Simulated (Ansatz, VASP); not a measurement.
Ca: VASP beside Ansatz

```
CELL_PARAMETERS angstrom
3.84172 0.00000 0.00000
-1.92086 3.32702 0.00000
0.00000 0.00000 6.36384
ATOMIC_POSITIONS crystal
Ca 0.33333 0.66667 0.25000
Ca 0.66667 0.33333 0.75000
```

Change from the starting cell: band edges of the strained film's bulk.

Alike in both runs: task single point; functional PBEsol; k mesh 9 × 9 × 6; occupations gaussian, width 0.1 eV; no spin polarisation.

|  | VASP | Ansatz |
| --- | --- | --- |
| version | VASP 6.6.1 | Ansatz 0.2.0 |
| potentials or method | VASP PAW PBE potentials, release 64 (Ca_sv), cutoff 520 eV | scalar-relativistic, plane waves, PAW |
| valence electrons in the cell | 20 | 20 |

```tsv
	VASP	Ansatz	Ansatz less VASP
gap on the k mesh at the Fermi level (eV)	none	none	-
pressure (GPa)	0.0	0.0	-0.01
traceless stress, the component that is largest in VASP (GPa)	-0.10	-0.10	-0.002
```

VASP's potentials were made for PBE, not for PBEsol. A gap of «none» marks a metal or a gap that the smearing closes.
